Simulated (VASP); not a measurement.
Here is a VASP 6.6.1 calculation.

File INCAR:

```
ALGO = Normal
EDIFF = 1E-6
ENCUT = 520
GGA = PE
ISIF = 2
ISMEAR = 0
LASPH = T
LCHARG = T
LELF = T
LREAL = F
LVHAR = T
LWAVE = F
NBANDS = 42
NELM = 100
PREC = Accurate
SIGMA = 0.1
```

KPOINTS

```
k-points
0
Gamma
  12 12 6
```

The input POSCAR:

```
Tl2F
1.0
    5.0734166378     -0.0000000027      0.0000000000
   -2.5367083166      4.3937076937      0.0000000000
    0.0000000000      0.0000000000      6.5869646348
Tl F
4 2
Direct
    0.0000000000      0.0000000000      0.5000000000
    0.0000000000      0.0000000000      0.0000000000
    0.3333333333      0.6666666667      0.7500000000
    0.6666666667      0.3333333333      0.2500000000
    0.6666666667      0.3333333333      0.7500000000
    0.3333333333      0.6666666667      0.2500000000
```

Potentials or basis: VASP PAW PBE potentials, release 64 (Tl_d, F).

Run with:

```sh
$ cat potpaw_PBE.64/Tl_d/POTCAR potpaw_PBE.64/F/POTCAR > POTCAR
$ mpirun -np 1 vasp_std > vasp.out
```

(1) Predict the band gap on the k mesh.

(2) Estimate the pressure.

## Answers

(1) zero (bands 33 and 34 overlap by 2.32 eV).

(2) -0.1 GPa.

Caveat: spin-orbit coupling is left out, which moves the levels of the heavy elements.
